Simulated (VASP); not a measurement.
NaF (Villiaumite):

```
CELL_PARAMETERS angstrom
0.00000 2.27264 2.27264
2.27264 0.00000 2.27264
2.27264 2.27264 0.00000
ATOMIC_POSITIONS crystal
Na 0.00000 0.00000 0.00000
F 0.50000 0.50000 0.50000
```

Program: VASP 6.6.1. Alike in all runs: task single point; no spin polarisation; cell as given; cutoff (eV) 520; smearing fermi-dirac 0.05 eV.

Problem. Order these runs on this cell by their pressure, lowest first.
A. level PBEsol; potentials or basis VASP PAW PBE potentials, release 64 (Na_pv, F); k mesh 10 × 10 × 10
B. level LDA; potentials or basis VASP PAW LDA potentials, release 64 (Na_pv, F); k mesh 8 × 8 × 8
C. level r2SCAN; potentials or basis VASP PAW PBE potentials, release 64 (Na_pv, F); k mesh 10 × 10 × 10

Solution. B (-1.7 GPa), C (1.2 GPa), A (3.0 GPa).

Caveats: the PAW data sets were made with another functional, which shifts forces and pressure a little (some runs).
